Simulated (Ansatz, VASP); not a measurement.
Sc in VASP and in Ansatz

```xyz
1
Lattice="0.0000 2.4666 1.9239 2.4666 0.0000 1.9239 2.4666 2.4666 0.0000" Properties=species:S:1:pos:R:3 pbc="T T T"
Sc    0.0000    0.0000    0.0000
```

Alike in both runs: task single point; functional PBEsol; k mesh 20 × 20 × 20; occupations gaussian, width 0.15 eV; no spin polarisation.

|  | VASP | Ansatz |
| --- | --- | --- |
| version | VASP 6.6.1 | Ansatz 0.2.0 |
| potentials or method | VASP PAW PBE potentials, release 64 (Sc_sv), cutoff 520 eV | scalar-relativistic, plane waves, PAW |
| valence electrons in the cell | 11 | 11 |

VASP gave:

| Quantity | Value |
| --- | --- |
| gap on the k mesh at the Fermi level (eV) | none |
| pressure (GPa) | 0.9 |
| traceless stress, the component that is largest in VASP (GPa) | 1.58 |

Question: Estimate Ansatz's values.

Answer: gap on the k mesh at the Fermi level (eV): none; pressure (GPa): 0.9; traceless stress, the component that is largest in VASP (GPa): 1.56.

VASP's potentials were made for PBE, not for PBEsol. A gap of «none» marks a metal or a gap that the smearing closes.
